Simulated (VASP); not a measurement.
Ca, 2 atoms in the cell. Symmetry: P6_3/mmc, No. 194, hexagonal system. The conventional cell has a = 3.854 Å, b = 3.854 Å, c = 6.340 Å, α = 90.00°, β = 90.00°, γ = 120.00°. Within 5.1 Å of Ca (site symmetry -6m2) lie 12 Ca at 3.85 to 3.87 Å. 

```yaml
Program: VASP 6.6.1
Task: single point
Functional: PBEsol
Potentials_or_basis: VASP PAW PBE potentials, release 64 (Ca_sv)
Cutoff: 520 eV
k_mesh: 12 × 12 × 8
Occupations: gaussian, width 0.1 eV
Spin: no spin polarisation
Dipole_correction: no
Further_INCAR_settings: ALGO = Normal; EDIFF = 1e-07; NBANDS = 17
```

Potentials or basis: VASP PAW PBE potentials, release 64 (Ca_sv).

Launch:

```sh
$ cat potpaw_PBE.64/Ca_sv/POTCAR > POTCAR
$ mpirun -np 1 vasp_std > vasp.out
```

Hardware: 1 thread of Intel(R) Xeon(R) Platinum 8488C (Sapphire Rapids), with other jobs on the host.

Question: Estimate the wall time of this run.

Answer: Wall time 68 s on 1 thread of Intel(R) Xeon(R) Platinum 8488C (Sapphire Rapids) (shared host), peak memory 0.26 GiB. Counts: scf iterations 12, k points 95.
